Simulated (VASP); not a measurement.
Set up this calculation in VASP 6.6.1, as the native input.

| Quantity | Value |
| --- | --- |
| Task | relaxation of cell and atoms |
| Functional | PBE |
| Potentials or basis | VASP PAW PBE potentials, release 64 (Al, O) |
| Cutoff | 600 eV |
| k mesh | 18 × 18 × 4 |
| Occupations | gaussian, width 0.1 eV |
| Spin | no spin polarisation |
| Dipole correction | no |
| Further INCAR settings | ALGO = Normal; EDIFF = 1e-06; IBRION = 2; EDIFFG = -0.01; NSW = 80; ISIF = 3 |

The structure of AlO lies in POSCAR:

```
AlO
1.0
    2.9369950118      0.0000000000      0.0000000000
   -1.4684975059      2.5435122910      0.0000000000
    0.0000000000      0.0000000000     10.6768490314
Al O
2 2
Direct
    0.6666666667      0.3333333333      0.4718422380
    0.3333333333      0.6666666667      0.9718422380
    0.6666666667      0.3333333333      0.9081577620
    0.3333333333      0.6666666667      0.4081577620
```

These files were run (other wordings do the same):

INCAR

```
PREC     = Accurate       # precision mode
ENCUT    = 600            # plane-wave cutoff, eV
EDIFF    = 1E-6           # SCF threshold, eV
ISMEAR   = 0              # smearing method
SIGMA    = 0.1            # smearing width, eV
LREAL    = False          # projectors in reciprocal space
LASPH    = True           # aspherical terms in the spheres
NELM     = 60             # most SCF steps
ALGO     = Normal         # electronic algorithm
ISIF     = 3              # what is computed and relaxed
LWAVE    = False          # write WAVECAR
LCHARG   = False          # write CHGCAR
GGA      = PE             # functional
IBRION   = 2              # ionic algorithm
NSW      = 80             # ionic steps
EDIFFG   = -0.01          # ionic threshold
```

KPOINTS

```
Automatic mesh
0
Gamma
  18 18 4
```

Potentials or basis: VASP PAW PBE potentials, release 64 (Al, O).

The run is started by

```sh
$ cat potpaw_PBE.64/Al/POTCAR potpaw_PBE.64/O/POTCAR > POTCAR
$ mpirun -np 1 vasp_std > vasp.out
```

It gave:

The relaxed volume is 19.31 Å³/atom, the relaxed cell is a = 2.937 Å, b = 2.937 Å, c = 10.339 Å, α = 90.00°, β = 90.00°, γ = 120.00° and the space group after relaxing (to 0.1 Å) is P6_3mc (No. 186). The energy gained by relaxing is 0.3 meV/atom and the ionic steps are 20. The pressure after relaxing is 0.0 GPa and the largest force after relaxing is 0.004 eV/Å. The band gap on the k mesh is zero (bands 9 and 10 overlap by 4.34 eV).

It took 7.2 min on 1 thread of Intel(R) Xeon(R) 6975P-C (Granite Rapids) (shared host), peak memory 0.31 GiB.
